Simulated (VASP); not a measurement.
A run of VASP 6.6.1 is set up as follows.

Contents of INCAR:

```
  PREC = Accurate
  ENCUT = 520
  EDIFF = 1E-7
  ISMEAR = 0
  SIGMA = 0.1
  LREAL = F
  LASPH = T
  NELM = 100
  ALGO = Fast
  ISIF = 2
  LWAVE = F
  LCHARG = F
  GGA = PS
  NBANDS = 22
```

Contents of KPOINTS:

```
Automatic mesh
0
Gamma
  12 12 4
```

The input POSCAR:

```
TiAl5
1.0
    3.4251670614      0.0000000000      0.0000000000
    0.0000000000      3.4251670614      0.0000000000
    0.0000000000      0.0000000000      8.3308524240
Al Ti
5 1
Direct
    0.0000000000      0.0000000000     -0.0025351507
    0.5000000000      0.5000000000      0.1660236511
    0.0000000000      0.0000000000      0.3333333333
    0.5000000000      0.5000000000      0.5006430155
    0.0000000000      0.0000000000      0.6692018174
    0.5000000000      0.5000000000      0.8333333333
```

Potentials or basis: VASP PAW PBE potentials, release 64 (Al, Ti_sv).

Run with:

```sh
$ cat potpaw_PBE.64/Al/POTCAR potpaw_PBE.64/Ti_sv/POTCAR > POTCAR
$ mpirun -np 1 vasp_std > vasp.out
```

Question: Estimate the largest force.

Answer: 0.003 eV/Å.

Question: Predict the pressure.

Answer: 0.1 GPa.

Forces in eV/Å, atoms in the order of the input:
```
Al   0.000  0.000  0.003
Al   0.000  0.000  0.001
Al   0.000  0.000  0.000
Al   0.000  0.000 -0.001
Al   0.000  0.000 -0.003
Ti   0.000  0.000  0.000
```

Caveat: the PAW data sets were made with another functional, which shifts forces and pressure a little.
